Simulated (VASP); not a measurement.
# Mg8HO8 (a cell with a defect) in VASP: further runs, part 2 of 2

VASP 6.6.1. Earlier steps stand in the parts before.

## 3. Relaxation of the atoms, PBE

Contents of INCAR:

```
PREC = Accurate
ENCUT = 520
EDIFF = 1E-6
ISMEAR = 0
SIGMA = 0.02
LREAL = Auto
LASPH = T
NELM = 60
ALGO = Normal
ISIF = 2
LWAVE = F
LCHARG = F
GGA = PE
IBRION = 2
NSW = 80
EDIFFG = -0.03
NELECT = 64.0
```

Contents of KPOINTS:

```
regular mesh
0
Gamma
  2 2 2
```

Contents of POSCAR:

```
Mg8HO8
1.0
    0.0000000000      4.1948000000      4.1948000000
    4.1948000000      0.0000000000      4.1948000000
    4.1948000000      4.1948000000      0.0000000000
Mg O H
8 8 1
Direct
    0.0000000000      0.0000000000      0.0000000000
    0.0000000000      0.0000000000      0.5000000000
    0.0000000000      0.5000000000      0.0000000000
    0.0000000000      0.5000000000      0.5000000000
    0.5000000000      0.0000000000      0.0000000000
    0.5000000000      0.0000000000      0.5000000000
    0.5000000000      0.5000000000      0.0000000000
    0.5000000000      0.5000000000      0.5000000000
    0.2500000000      0.2500000000      0.2500000000
    0.2500000000      0.2500000000      0.7500000000
    0.2500000000      0.7500000000      0.2500000000
    0.2500000000      0.7500000000      0.7500000000
    0.7500000000      0.2500000000      0.2500000000
    0.7500000000      0.2500000000      0.7500000000
    0.7500000000      0.7500000000      0.2500000000
    0.7500000000      0.7500000000      0.7500000000
    0.3799336400      0.8765741200      0.8818817900
```

Potentials or basis: VASP PAW PBE potentials, release 64 (Mg, O, H).

The run is started by

```console
> cat potpaw_PBE.64/Mg/POTCAR potpaw_PBE.64/O/POTCAR potpaw_PBE.64/H/POTCAR > POTCAR
> mpirun -np 1 vasp_std > vasp.out
```

OUTCAR:

```text
PREC = Accurate
   ENCUT = 520
   EDIFF = 1E-6
   ISMEAR = 0
   LREAL = Auto
   LASPH = T
   NELM = 60
   ISIF = 2
   GGA = PE
   IBRION = 2
   NSW = 80
   EDIFFG = -0.03
   NELECT = 64.0

 ion  position               nearest neighbor table
   1  0.000  0.000  0.000-  17 1.84  11 2.10  12 2.10  13 2.10  14 2.10  15 2.10  10 2.10   3 2.97
                             5 2.97   2 2.97   2 2.97   4 2.97   6 2.97   3 2.97   4 2.97   7 2.97
   2  0.000  0.000  0.500-   9 2.10  11 2.10  12 2.10  13 2.10  14 2.10  16 2.10   1 2.97   4 2.97
                             6 2.97   1 2.97   3 2.97   5 2.97   3 2.97   4 2.97   8 2.97   5 2.97
   3  0.000  0.500  0.000-   9 2.10  10 2.10  12 2.10  13 2.10  15 2.10  16 2.10   1 2.97   4 2.97
                             7 2.97   2 2.97   4 2.97   8 2.97   1 2.97   2 2.97   5 2.97   5 2.97
   4  0.000  0.500  0.500-   9 2.10  10 2.10  11 2.10  14 2.10  15 2.10  16 2.10   2 2.97   3 2.97
                             8 2.97   1 2.97   3 2.97   7 2.97   1 2.97   2 2.97   6 2.97   6 2.97
   5  0.500  0.000  0.000-  17 1.75  10 2.10  11 2.10  14 2.10  15 2.10  16 2.10   9 2.10   6 2.97
                             7 2.97   1 2.97   2 2.97   6 2.97   8 2.97   3 2.97   7 2.97   8 2.97
   6  0.500  0.000  0.500-  17 1.85  10 2.10  12 2.10  13 2.10  15 2.10  16 2.10   9 2.10   5 2.97
                             8 2.97   2 2.97   1 2.97   5 2.97   7 2.97   4 2.97   7 2.97   8 2.97
   7  0.500  0.500  0.000-  17 1.83  11 2.10  12 2.10  13 2.10  14 2.10  16 2.10   9 2.10   5 2.97
                             8 2.97   3 2.97   4 2.97   6 2.97   8 2.97   1 2.97   5 2.97   6 2.97
   8  0.500  0.500  0.500-  10 2.10  11 2.10  12 2.10  13 2.10  14 2.10  15 2.10   4 2.97   6 2.97
                             7 2.97   3 2.97   5 2.97   7 2.97   2 2.97   5 2.97   6 2.97   2 2.97
   9  0.250  0.250  0.250-   2 2.10   3 2.10   4 2.10   5 2.10   6 2.10   7 2.10
  10  0.250  0.250  0.750-   1 2.10   3 2.10   4 2.10   5 2.10   6 2.10   8 2.10
  11  0.250  0.750  0.250-   1 2.10   2 2.10   4 2.10   5 2.10   7 2.10   8 2.10
  12  0.250  0.750  0.750-   1 2.10   2 2.10   3 2.10   6 2.10   7 2.10   8 2.10
  13  0.750  0.250  0.250-   1 2.10   2 2.10   3 2.10   6 2.10   7 2.10   8 2.10
  14  0.750  0.250  0.750-   1 2.10   2 2.10   4 2.10   5 2.10   7 2.10   8 2.10
  15  0.750  0.750  0.250-   1 2.10   3 2.10   4 2.10   5 2.10   6 2.10   8 2.10
  16  0.750  0.750  0.750-   2 2.10   3 2.10   4 2.10   5 2.10   6 2.10   7 2.10
  17  0.380  0.877  0.882-   5 1.75   7 1.83   1 1.84   6 1.85

  LATTYP: Found a face centered cubic cell.
 ALAT       =     8.3896000000

  Lattice vectors:

 A1 = (   0.0000000000,   4.1948000000,   4.1948000000)
 A2 = (   4.1948000000,   0.0000000000,   4.1948000000)
 A3 = (   4.1948000000,   4.1948000000,   0.0000000000)

Analysis of symmetry for initial positions (statically):
=====================================================================
 Subroutine PRICEL returns:
 Original cell was already a primitive cell.

 Routine SETGRP: Setting up the symmetry group for a
 face centered cubic supercell.

 Subroutine GETGRP returns: Found  1 space group operations
 (whereof  1 operations were pure point group operations)
 out of a pool of 48 trial point group operations.

The static configuration has the point symmetry C_1 .

Analysis of symmetry for dynamics (positions and initial velocities):
=====================================================================
 Subroutine PRICEL returns:
 Original cell was already a primitive cell.

 Routine SETGRP: Setting up the symmetry group for a
 face centered cubic supercell.

 Subroutine GETGRP returns: Found  1 space group operations
 (whereof  1 operations were pure point group operations)
 out of a pool of 48 trial point group operations.

The dynamic configuration has the point symmetry C_1 .

 Subroutine INISYM returns: Found  1 space group operations
 (whereof  1 operations are pure point group operations),
 and found     1 'primitive' translations
[... 95 lines left out ...]
   ions per type =               8   8   1
   NGX,Y,Z   is equivalent  to a cutoff of  13.45, 13.45, 13.45 a.u.
   NGXF,Y,Z  is equivalent  to a cutoff of  26.90, 26.90, 26.90 a.u.
 SYSTEM =  unknown system
   PREC   = accura    normal or accurate (medium, high low for compatibility)
   ISTART =      0    job   : 0-new  1-cont  2-samecut
   ICHARG =      2    charge: 1-file 2-atom 10-const
   ISPIN  =      1    spin polarized calculation?
   LNONCOLLINEAR =      F non collinear calculations
   LSORBIT =      F    spin-orbit coupling
   LASPH  =      T    aspherical Exc in radial PAW
   ENCUT  =  520.0 eV  38.22 Ry    6.18 a.u.  11.03 11.03 11.03*2*pi/ulx,y,z
   NELM   =     60;   NELMIN=  2; NELMDL= -5     # of ELM steps
   EDIFF  = 0.1E-05   stopping-criterion for ELM
   LREAL  =      T    real-space projection
   EDIFFG = -.3E-01   stopping-criterion for IOM
   NSW    =     80    number of steps for IOM
   IBRION =      2    ionic relax: 0-MD 1-quasi-New 2-CG
   NFREE  =      1    steps in history (QN), initial steepest desc. (CG)
   ISIF   =      2    stress and relaxation
   ISYM   =      2    0-nonsym 1-usesym 2-fastsym
   POTIM  = 0.5000    time-step for ionic-motion
   TEBEG  =    0.0;   TEEND  =   0.0 temperature during run
   PSTRESS=    0.0 pullay stress
   NELECT =      64.0000    total number of electrons
   NUPDOWN=      -1.0000    fix difference up-down
   EMIN   =  10.00;   EMAX   =-10.00  energy-range for DOS
   EFERMI =   0.00;   METHOD = LEGACY
   ISMEAR =     0;   SIGMA  =   0.02  broadening in eV -4-tet -1-fermi 0-gaus
   EFERMI_NEDOS =   21; number of points for ismear=-14 and -15
   IALGO  =     38    algorithm
   IMIX   =      4    mixing-type and parameters
     AMIX     =   0.40;   BMIX     =  1.00
     AMIX_MAG =   1.60;   BMIX_MAG =  1.00
  volume/ion in A,a.u.               =       8.68        58.60
  Fermi-wavevector in a.u.,A,eV,Ry     =   1.239025  2.341419 20.887448  1.535184
  Thomas-Fermi vector in A             =   2.373526
   LORBIT       =      0    0 simple, 1 ext, 2 COOP (PROOUT), +10 PAW based schemes
   GGA     = PE    functional components
   LHFCALC =     F    Hartree Fock is set to
   AEXX    =    0.0000 exact exchange contribution
   IVDW    =     0    specifies the selected vdW correction
   LEPSILON=     F    determine dielectric tensor
   LRPA    =     F    only Hartree local field effects (RPA)
 conjugate gradient relaxation of ions
 non-spin polarized calculation
 Gauss-broadening in eV      SIGMA  =   0.02
  energy-cutoff  :      520.00
  volume of cell :      147.63
 maximum number of plane-waves:      3996
 NGX is ok and might be reduce to    48
   NGX = 23   NGY = 23   NGZ = 23

--------------------------------------- Ionic step        1  -------------------------------------------

 number of electron      64.0000029 magnetization

 Free energy of the ion-electron system (eV)
  ---------------------------------------------------
  ext. energy  EPLUGINS =         0.00000000
  ---------------------------------------------------
  free energy    TOTEN  =      -100.11270950 eV

  energy without entropy =     -100.11270950  energy(sigma->0) =     -100.11270950

------------------------ aborting loop because EDIFF is reached ----------------------------------------

  FORCE on cell =-STRESS in cart. coord.  units (eV):
  Direction    XX          YY          ZZ          XY          YZ          ZX
  --------------------------------------------------------------------------------------
  -------------------------------------------------------------------------------------
  Total        0.1335441      0.1263404      0.1367183      0.4279564      0.5483847      0.7586804
  in kB        1.4493446      1.3711625      1.4837934      4.6445788      5.9515782      8.2339021
  external PRESSURE =       1.4347668 kB  Pullay stress =       0.0000000 kB
[... 134 lines left out ...]
  FREE ENERGIE OF THE ION-ELECTRON SYSTEM (eV)
  ---------------------------------------------------
  free  energy   TOTEN  =      -100.7781083871 eV

  energy  without entropy=     -100.7781083871  energy(sigma->0) =     -100.77810839

[... ionic steps 4 to 57 ...]

--------------------------------------- Ionic step       58  -------------------------------------------

 number of electron      64.0000001 magnetization

------------------------ aborting loop because EDIFF is reached ----------------------------------------
[... 97 lines left out ...]
--------------------------------------- Ionic step       60  -------------------------------------------

 number of electron      64.0000001 magnetization

 Free energy of the ion-electron system (eV)
  ---------------------------------------------------
  ext. energy  EPLUGINS =         0.00000000
  ---------------------------------------------------
  free energy    TOTEN  =      -102.12477284 eV

  energy without entropy =     -102.12477284  energy(sigma->0) =     -102.12477284

 E-fermi :   3.5835     XC(G=0): -11.1112

 val. band max:        3.4169257686   @ k =   0.0000   0.0000   0.0000
 cond. band min:       7.7249273702   @ k =   0.0000   0.0000   0.0000
 fundamental gap:      4.3080016015
 Fermi energy:         3.5834606615

 k-point     1 :       0.0000    0.0000    0.0000
  band No.  band energies     occupation
      1     -16.5409      2.00000
      2     -13.6806      2.00000
      3     -12.7574      2.00000
      4     -12.4028      2.00000
      5     -12.3929      2.00000
      6     -12.3916      2.00000
[... 385 lines left out ...]
  FREE ENERGIE OF THE ION-ELECTRON SYSTEM (eV)
  ---------------------------------------------------
  free  energy   TOTEN  =      -102.1247728404 eV

  energy  without entropy=     -102.1247728404  energy(sigma->0) =     -102.12477284

 reached required accuracy - stopping structural energy minimisation
```

It took 44 min on 1 thread of Intel Xeon Platinum 8559C (Emerald Rapids), shared host; peak memory 0.35 GiB.

Results:

| Item | Value |
| --- | --- |
| Free energy | -102.1248 eV |
| Energy gained by relaxing | 118.4 meV/atom |
| Ionic steps | 60 |
| Largest force after relaxing | 0.026 eV/Å |

Forces on the atoms (eV/Å):
```
Mg   0.001 -0.008 -0.012
Mg   0.013 -0.003  0.013
Mg   0.005  0.010  0.014
Mg  -0.004 -0.001  0.008
Mg   0.008  0.007  0.007
Mg  -0.006 -0.008  0.002
Mg  -0.002 -0.006  0.006
Mg   0.003  0.009  0.001
O   -0.003  0.007 -0.004
O   -0.002  0.000  0.003
O    0.007 -0.008  0.011
O   -0.002 -0.003 -0.007
O    0.003  0.002 -0.002
O   -0.013  0.000 -0.023
O   -0.001  0.001 -0.008
O    0.001  0.005  0.000
H   -0.008 -0.005 -0.009
```

The path:
```tsv
step	energy change (eV)	largest force (eV/Å)	pressure (GPa)
1	0.0000	3.0090	0.14
3	-0.6654	0.6602	-0.04
5	-0.7215	0.2147	-0.09
7	-0.7487	0.4689	0.06
9	-0.7361	1.3239	2.08
11	-0.7931	0.9063	0.90
13	-0.7962	0.9330	0.95
15	-0.8080	1.0605	1.20
17	-0.8313	1.3254	1.63
19	-0.9625	1.8669	2.21
21	-1.1422	1.6612	3.88
23	-1.3363	1.5290	3.83
25	-1.6511	0.8897	2.61
27	-1.8090	0.6677	2.48
29	-1.8688	0.4408	2.24
31	-1.9120	0.5287	2.18
33	-1.9384	0.2985	2.19
35	-1.9598	0.4093	2.15
37	-1.9681	0.3629	2.44
39	-1.9751	0.2065	2.36
41	-1.9812	0.2207	2.37
43	-1.9888	0.1808	2.38
45	-1.9955	0.3836	2.24
47	-2.0010	0.1445	2.30
49	-2.0046	0.1546	2.34
51	-2.0081	0.2943	2.19
53	-2.0099	0.1428	2.24
55	-2.0110	0.0655	2.18
57	-2.0116	0.0432	2.19
59	-2.0119	0.0791	2.15
60	-2.0121	0.0264	2.16
```

Final structure:
```yaml
crystal:
  lattice:
    - [0.00000, 4.19480, 4.19480]
    - [4.19480, 0.00000, 4.19480]
    - [4.19480, 4.19480, 0.00000]
  atoms:
    - { symbol: Mg, position: [0.97863, 0.01955, 0.98319] }
    - { symbol: Mg, position: [0.99990, 0.00997, 0.49109] }
    - { symbol: Mg, position: [0.00293, 0.50292, 0.99168] }
    - { symbol: Mg, position: [0.99963, 0.49962, 0.49109] }
    - { symbol: Mg, position: [0.52001, 0.01988, 0.98306] }
    - { symbol: Mg, position: [0.50153, 0.00135, 0.49654] }
    - { symbol: Mg, position: [0.51947, 0.47806, 0.98365] }
    - { symbol: Mg, position: [0.51052, 0.49976, 0.49088] }
    - { symbol: O, position: [0.25576, 0.25221, 0.24050] }
    - { symbol: O, position: [0.25288, 0.24876, 0.74659] }
    - { symbol: O, position: [0.25361, 0.75275, 0.24106] }
    - { symbol: O, position: [0.25288, 0.75271, 0.74637] }
    - { symbol: O, position: [0.75241, 0.25208, 0.24055] }
    - { symbol: O, position: [0.75675, 0.25683, 0.73117] }
    - { symbol: O, position: [0.75242, 0.75595, 0.24034] }
    - { symbol: O, position: [0.74887, 0.75278, 0.74650] }
    - { symbol: H, position: [0.32174, 0.82142, 0.03761] }
```

Caveat: the k points lie up to 0.65 Å⁻¹ apart; the cell carries a net charge on a neutralising background, which shifts energy and pressure; the cell is charged against a uniform background, so pressure and absolute levels hang on convention.
